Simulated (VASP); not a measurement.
A run of VASP 6.6.1:

The input INCAR:

```
PREC = Accurate
ENCUT = 500
EDIFF = 1E-6
ISMEAR = 0
SIGMA = 0.2
LREAL = F
LASPH = T
NELM = 200
ALGO = Normal
ISIF = 2
LWAVE = F
LCHARG = T
GGA = PE
LELF = T
LVHAR = T
NBANDS = 36
GGA_COMPAT = F
LMAXMIX = 6
```

KPOINTS

```
Automatic mesh
0
Gamma
  4 4 2
```

Contents of POSCAR:

```
Pr4Hg
1.0
    4.3371443847      0.0000000000      0.0000000000
    0.0000000000      4.3371443847      0.0000000000
    0.0000000000      0.0000000000      9.3359719844
Pr Hg
4 1
Direct
    0.0000000000      0.0000000000      0.5000000000
    0.0000000000      0.0000000000      0.1697152073
    0.0000000000      0.0000000000      0.8302847927
    0.5000000000      0.5000000000      0.5000000000
    0.5000000000      0.5000000000      0.0000000000
```

Potentials or basis: VASP PAW PBE potentials, release 64 (Pr_3, Hg), 4f in core.

Command:

```sh
$ cat potpaw_PBE.64/Pr_3/POTCAR potpaw_PBE.64/Hg/POTCAR > POTCAR
$ mpirun -np 1 vasp_std > vasp.out
```

Hardware: 1 thread of Intel(R) Xeon(R) 6975P-C (Granite Rapids), on a shared host.

Task: How long does it take, and how much memory?

Result: Run time: 43 s on 1 thread of Intel(R) Xeon(R) 6975P-C (Granite Rapids), with other jobs on the host, peak memory 0.28 GiB. Counts: scf iterations 15, k points 12.
